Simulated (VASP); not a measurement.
# CdF2 (Fm-3m) in VASP: density of states with PBE+D3(BJ)

Aim: the density of states of CdF2 with PBE+D3(BJ).

All numbers are computed with VASP 6.6.1; they aren't measurements. Logs are shortened: lines on timing, memory, paths and dates and some standing lists are left out, and cuts for length are marked.

### 1 The cell of the first run

Symmetry: Fm-3m, No. 225, cubic system. Conventional cell: a = 5.444 Å, b = 5.444 Å, c = 5.444 Å, α = 90.00°, β = 90.00°, γ = 90.00°. Cd (site symmetry m-3m) has 8 F at 2.36 Å within 3.1 Å. F (site symmetry -43m) has 4 Cd at 2.36 Å and 6 F at 2.72 Å within 3.1 Å.

### 2 Density of states, PBE+D3(BJ)

Contents of POSCAR:

```
CdF2
1.0
    0.0000000000      2.7222408726      2.7222408726
    2.7222408726      0.0000000000      2.7222408726
    2.7222408726      2.7222408726      0.0000000000
Cd F
1 2
Direct
    0.0000000000      0.0000000000      0.0000000000
    0.2500000000      0.2500000000      0.2500000000
    0.7500000000      0.7500000000      0.7500000000
```

Contents of INCAR.step1:

```
SYSTEM = CdF2
PREC     = Accurate       ! precision mode
ENCUT    = 520            ! plane-wave cutoff, eV
EDIFF    = 1E-6           ! SCF threshold, eV
ISMEAR   = 0              ! smearing method
SIGMA    = 0.02           ! smearing width, eV
LREAL    = .False.        ! projectors in reciprocal space
LASPH    = .True.         ! aspherical terms in the spheres
NELM     = 100            ! most SCF steps
ALGO     = Normal         ! electronic algorithm
ISIF     = 2              ! what is computed and relaxed
LWAVE    = .False.        ! write WAVECAR
LCHARG   = .True.         ! write CHGCAR
GGA      = PE             ! functional
IVDW     = 12             ! dispersion correction
NBANDS   = 20             ! bands
```

Contents of KPOINTS.step1:

```
Automatic mesh
0
Gamma
  8 8 8
  0 0 0
```

Contents of INCAR.step2:

```
SYSTEM = CdF2
PREC     = Accurate       ! precision mode
ENCUT    = 520            ! plane-wave cutoff, eV
EDIFF    = 1E-6           ! SCF threshold, eV
ISMEAR   = -5             ! smearing method
SIGMA    = 0.02           ! smearing width, eV
LREAL    = .False.        ! projectors in reciprocal space
LASPH    = .True.         ! aspherical terms in the spheres
NELM     = 100            ! most SCF steps
ALGO     = Normal         ! electronic algorithm
ISIF     = 2              ! what is computed and relaxed
LWAVE    = .False.        ! write WAVECAR
LCHARG   = .False.        ! write CHGCAR
GGA      = PE             ! functional
IVDW     = 12             ! dispersion correction
LORBIT   = 10             ! projections on sites
NEDOS    = 2001           ! points of the DOS
ICHARG   = 11             ! starting density
```

Contents of KPOINTS.step2:

```
Automatic mesh
0
Gamma
  12 12 12
  0 0 0
```

Potentials or basis: VASP PAW PBE potentials, release 64 (Cd, F).

Command:

```bash
$ cat potpaw_PBE.64/Cd/POTCAR potpaw_PBE.64/F/POTCAR > POTCAR
$ cp INCAR.step1 INCAR
$ cp KPOINTS.step1 KPOINTS
$ mpirun -np 1 vasp_std > vasp.out
$ cp INCAR.step2 INCAR
$ cp KPOINTS.step2 KPOINTS
$ mpirun -np 1 vasp_std > vasp.out
```

OUTCAR:

```text
SYSTEM = CdF2
   PREC = Accurate
   ENCUT = 520
   EDIFF = 1E-6
   ISMEAR = -5
   LREAL = .False.
   LASPH = .True.
   NELM = 100
   ISIF = 2
   GGA = PE
   IVDW = 12
   LORBIT = 10
   ICHARG = 11
 IVDW          = 12

 ion  position               nearest neighbor table
   1  0.000  0.000  0.000-   3 2.36   3 2.36   3 2.36   2 2.36   3 2.36   2 2.36   2 2.36   2 2.36

   2  0.250  0.250  0.250-   1 2.36   1 2.36   1 2.36   1 2.36
   3  0.750  0.750  0.750-   1 2.36   1 2.36   1 2.36   1 2.36

  LATTYP: Found a face centered cubic cell.
 ALAT       =     5.4444817452

  Lattice vectors:

 A1 = (   0.0000000000,   2.7222408726,   2.7222408726)
 A2 = (   2.7222408726,   0.0000000000,   2.7222408726)
 A3 = (   2.7222408726,   2.7222408726,   0.0000000000)

Analysis of symmetry for initial positions (statically):
=====================================================================
 Subroutine PRICEL returns:
 Original cell was already a primitive cell.

 Routine SETGRP: Setting up the symmetry group for a
 face centered cubic supercell.

 Subroutine GETGRP returns: Found 48 space group operations
 (whereof 48 operations were pure point group operations)
 out of a pool of 48 trial point group operations.

The static configuration has the point symmetry O_h .

Analysis of symmetry for dynamics (positions and initial velocities):
=====================================================================
 Subroutine PRICEL returns:
 Original cell was already a primitive cell.

 Routine SETGRP: Setting up the symmetry group for a
 face centered cubic supercell.

 Subroutine GETGRP returns: Found 48 space group operations
 (whereof 48 operations were pure point group operations)
 out of a pool of 48 trial point group operations.

The dynamic configuration has the point symmetry O_h .

 Subroutine INISYM returns: Found 48 space group operations
 (whereof 48 operations are pure point group operations),
 and found     1 'primitive' translations

----------------------------------------------------------------------------------------

                                     Primitive cell

  volume of cell :      40.3469

  direct lattice vectors                    reciprocal lattice vectors
     0.000000000  2.722240873  2.722240873    -0.183672211  0.183672211  0.183672211
     2.722240873  0.000000000  2.722240873     0.183672211 -0.183672211  0.183672211
     2.722240873  2.722240873  0.000000000     0.183672211  0.183672211 -0.183672211

  length of vectors
     3.849829962  3.849829962  3.849829962     0.318129601  0.318129601  0.318129601

  position of ions in fractional coordinates (direct lattice)
     0.000000000  0.000000000  0.000000000
     0.250000000  0.250000000  0.250000000
     0.750000000  0.750000000  0.750000000

  ion indices of the primitive-cell ions
   primitive index   ion index
                 1           1
                 2           2
                 3           3

----------------------------------------------------------------------------------------

 KPOINTS: Automatic mesh

Automatic generation of k-mesh.
 Grid dimensions read from file:
 generate k-points for:   12   12   12

 Generating k-lattice:

  Cartesian coordinates                     Fractional coordinates (reciprocal lattice)
    -0.015306018  0.015306018  0.015306018     0.083333333  0.000000000  0.000000000
     0.015306018 -0.015306018  0.015306018     0.000000000  0.083333333  0.000000000
     0.015306018  0.015306018 -0.015306018     0.000000000  0.000000000  0.083333333

  Length of vectors
     0.026510800  0.026510800  0.026510800

  Shift w.r.t. Gamma in fractional coordinates (k-lattice)
     0.000000000  0.000000000  0.000000000

 TETIRR: Found    247 inequivalent tetrahedra from    10368

 Subroutine IBZKPT returns following result:
 ===========================================

 Found     72 irreducible k-points:

 Following reciprocal coordinates:
            Coordinates               Weight
  0.000000  0.000000  0.000000      1.000000
  0.083333  0.000000  0.000000      8.000000
  0.166667  0.000000  0.000000      8.000000
  0.250000  0.000000  0.000000      8.000000
  0.333333  0.000000  0.000000      8.000000
  0.416667  0.000000  0.000000      8.000000
[... 16 lines left out ...]
  0.500000  0.166667  0.000000     24.000000
 -0.416667  0.166667  0.000000     24.000000
 [... further k-points ...]
   k-points           NKPTS =     72   k-points in BZ     NKDIM =     72   number of bands    NBANDS=     17
   number of dos      NEDOS =   2001   number of ions     NIONS =      3
   total plane-waves  NPLWV =  27000
   dimension x,y,z NGX =    30 NGY =   30 NGZ =   30
   dimension x,y,z NGXF=    60 NGYF=   60 NGZF=   60
   ions per type =               1   2
   NGX,Y,Z   is equivalent  to a cutoff of  12.95, 12.95, 12.95 a.u.
   NGXF,Y,Z  is equivalent  to a cutoff of  25.91, 25.91, 25.91 a.u.
 SYSTEM =  CdF2
   PREC   = accura    normal or accurate (medium, high low for compatibility)
   ISTART =      0    job   : 0-new  1-cont  2-samecut
   ICHARG =     11    charge: 1-file 2-atom 10-const
   ISPIN  =      1    spin polarized calculation?
   LNONCOLLINEAR =      F non collinear calculations
   LSORBIT =      F    spin-orbit coupling
   LASPH  =      T    aspherical Exc in radial PAW
   ENCUT  =  520.0 eV  38.22 Ry    6.18 a.u.   7.16  7.16  7.16*2*pi/ulx,y,z
   NELM   =    100;   NELMIN=  2; NELMDL=  0     # of ELM steps
   EDIFF  = 0.1E-05   stopping-criterion for ELM
   LREAL  =      F    real-space projection
   EDIFFG = 0.1E-04   stopping-criterion for IOM
   NSW    =      0    number of steps for IOM
   IBRION =     -1    ionic relax: 0-MD 1-quasi-New 2-CG
   NFREE  =      0    steps in history (QN), initial steepest desc. (CG)
   ISIF   =      2    stress and relaxation
   ISYM   =      2    0-nonsym 1-usesym 2-fastsym
   POTIM  = 0.5000    time-step for ionic-motion
   TEBEG  =    0.0;   TEEND  =   0.0 temperature during run
   PSTRESS=    0.0 pullay stress
   NELECT =      26.0000    total number of electrons
   NUPDOWN=      -1.0000    fix difference up-down
   EMIN   =  10.00;   EMAX   =-10.00  energy-range for DOS
   EFERMI =   0.00;   METHOD = LEGACY
   ISMEAR =    -5;   SIGMA  =   0.02  broadening in eV -4-tet -1-fermi 0-gaus
   EFERMI_NEDOS =   21; number of points for ismear=-14 and -15
   IALGO  =     38    algorithm
   IMIX   =      4    mixing-type and parameters
     AMIX     =   0.40;   BMIX     =  1.00
     AMIX_MAG =   1.60;   BMIX_MAG =  1.00
  volume/ion in A,a.u.               =      13.45        90.76
  Fermi-wavevector in a.u.,A,eV,Ry     =   1.414043  2.672155 27.205103  1.999519
  Thomas-Fermi vector in A             =   2.535626
   LORBIT       =     10    0 simple, 1 ext, 2 COOP (PROOUT), +10 PAW based schemes
   GGA     = PE    functional components
   LHFCALC =     F    Hartree Fock is set to
   AEXX    =    0.0000 exact exchange contribution
   IVDW    =    12    specifies the selected vdW correction
   LEPSILON=     F    determine dielectric tensor
   LRPA    =     F    only Hartree local field effects (RPA)
 non-spin polarized calculation
 Fermi weights with tetrahedron method with Bloechl corrections
  energy-cutoff  :      520.00
  volume of cell :       40.35
 maximum number of plane-waves:      1106
 NGX is ok and might be reduce to    30

 number of electron      25.9999986 magnetization

 Free energy of the ion-electron system (eV)
  ---------------------------------------------------
  ext. energy  EPLUGINS =         0.00000000
  ---------------------------------------------------
  free energy    TOTEN  =       -10.89587061 eV

  energy without entropy =      -10.89587061  energy(sigma->0) =      -10.89587061

 E-fermi :  -1.5349     XC(G=0): -10.2430

 val. band max:       -1.5422781158   @ k =  -0.2500   0.5000   0.2500
 cond. band min:       1.4155671440   @ k =   0.0000   0.0000   0.0000
 fundamental gap:      2.9578452598
 Fermi energy:        -1.5348986170

 k-point     1 :       0.0000    0.0000    0.0000
  band No.  band energies     occupation
      1     -22.1774      2.00000
      2     -21.1576      2.00000
      3      -7.0723      2.00000
      4      -7.0723      2.00000
      5      -7.0723      2.00000
      6      -5.9875      2.00000
[... 9 lines left out ...]
     16      11.0096      0.00000
     17      11.0096      0.00000

 k-point     2 :       0.0833    0.0000    0.0000
  band No.  band energies     occupation
      1     -22.1573      2.00000
      2     -21.1758      2.00000
      3      -7.0475      2.00000
      4      -7.0475      2.00000
      5      -7.0035      2.00000
      6      -5.9950      2.00000
[... 9 lines left out ...]
     16      11.1076      0.00000
     17      11.1076      0.00000

 k-point     3 :       0.1667    0.0000    0.0000
  band No.  band energies     occupation
      1     -22.0981      2.00000
      2     -21.2281      2.00000
      3      -6.9806      2.00000
      4      -6.9806      2.00000
      5      -6.8072      2.00000
      6      -6.0100      2.00000
[... 9 lines left out ...]
     16      11.3835      0.00000
     17      11.3835      0.00000

 k-point     4 :       0.2500    0.0000    0.0000
  band No.  band energies     occupation
      1     -22.0077      2.00000
      2     -21.3082      2.00000
      3      -6.8943      2.00000
      4      -6.8943      2.00000
      5      -6.5134      2.00000
      6      -6.0139      2.00000
[... 9 lines left out ...]
     16      11.7823      0.00000
     17      11.7823      0.00000
[... 343 lines left out ...]
      1     -21.8243      2.00000
      2     -21.4634      2.00000
      3      -6.6998      2.00000
      4      -6.6860      2.00000
      5      -6.1649      2.00000
      6      -6.0176      2.00000
[... 9 lines left out ...]
     16      11.7919      0.00000
     17      12.3140      0.00000

 k-point    23 :       0.5000    0.1667    0.0000
  band No.  band energies     occupation
      1     -21.7184      2.00000
      2     -21.5619      2.00000
      3      -6.6859      2.00000
      4      -6.6469      2.00000
      5      -6.0626      2.00000
      6      -5.9327      2.00000
[... 9 lines left out ...]
     16      11.6673      0.00000
     17      12.5853      0.00000

 k-point    24 :      -0.4167    0.1667    0.0000
  band No.  band energies     occupation
      1     -21.6784      2.00000
      2     -21.6011      2.00000
      3      -6.6962      2.00000
      4      -6.6357      2.00000
      5      -5.9944      2.00000
      6      -5.9729      2.00000
[... 9 lines left out ...]
     16      11.4924      0.00000
     17      12.7249      0.00000

 [... further k-points ...]

------------------------ aborting loop because EDIFF is reached ----------------------------------------

 Edisp (eV)   -0.48661

 E8    (eV) :    -0.1841

  FORCE on cell =-STRESS in cart. coord.  units (eV):
  Direction    XX          YY          ZZ          XY          YZ          ZX
  --------------------------------------------------------------------------------------
  -------------------------------------------------------------------------------------
  Total       0.15672     0.15672     0.15672     0.00000     0.00000     0.00000
  in kB       6.22346     6.22346     6.22346     0.00000     0.00000     0.00000
  external pressure =        6.22 kB  Pullay stress =        0.00 kB

 VOLUME and BASIS-vectors are now :
 -----------------------------------------------------------------------------
  energy-cutoff  :      520.00
  volume of cell :       40.35
      direct lattice vectors                 reciprocal lattice vectors
     0.000000000  2.722240873  2.722240873    -0.183672211  0.183672211  0.183672211
     2.722240873  0.000000000  2.722240873     0.183672211 -0.183672211  0.183672211
     2.722240873  2.722240873  0.000000000     0.183672211  0.183672211 -0.183672211

 POSITION                                       TOTAL-FORCE (eV/Angst)
 -----------------------------------------------------------------------------------
      0.00000      0.00000      0.00000        -0.000000     -0.000000     -0.000000
      1.36112      1.36112      1.36112        -0.000000     -0.000000      0.000000
      4.08336      4.08336      4.08336         0.000000      0.000000     -0.000000
 -----------------------------------------------------------------------------------
    total drift:                                0.000000     -0.000000      0.000000

  FREE ENERGIE OF THE ION-ELECTRON SYSTEM (eV)
  ---------------------------------------------------
  free  energy   TOTEN  =       -11.3824776160 eV

  energy  without entropy=      -11.3824776160  energy(sigma->0) =      -11.38247762

 total charge

# of ion       s       p       d       tot
------------------------------------------
    1        0.226   0.184   9.684  10.094
    2        1.739   4.335   0.000   6.075
    3        1.739   4.335   0.000   6.075
--------------------------------------------------
tot          3.705   8.855   9.684  22.243
```

Run time: 29 s. Hardware: 1 thread of Intel Xeon Platinum 8559C (Emerald Rapids), shared host; peak memory 0.19 GiB.

Results:

```
Valence electrons inside the program's atomic spheres : Cd 10.09; F 6.08
Dispersion energy per atom                            : -0.162 eV
```

Levels at points of the mesh, in eV from the valence-band top:
| k point | band 11 | band 12 | band 13 | band 14 | band 15 | band 16 |
| --- | --- | --- | --- | --- | --- | --- |
| (0.00, 0.00, 0.00) | -0.54 | -0.54 | -0.54 | 2.96 | 12.55 | 12.55 |
| (0.50, 0.00, 0.00) | -1.72 | -0.42 | -0.42 | 6.94 | 9.05 | 14.23 |
| (0.50, 0.50, 0.00) | -0.44 | -0.09 | -0.09 | 7.75 | 9.48 | 11.86 |
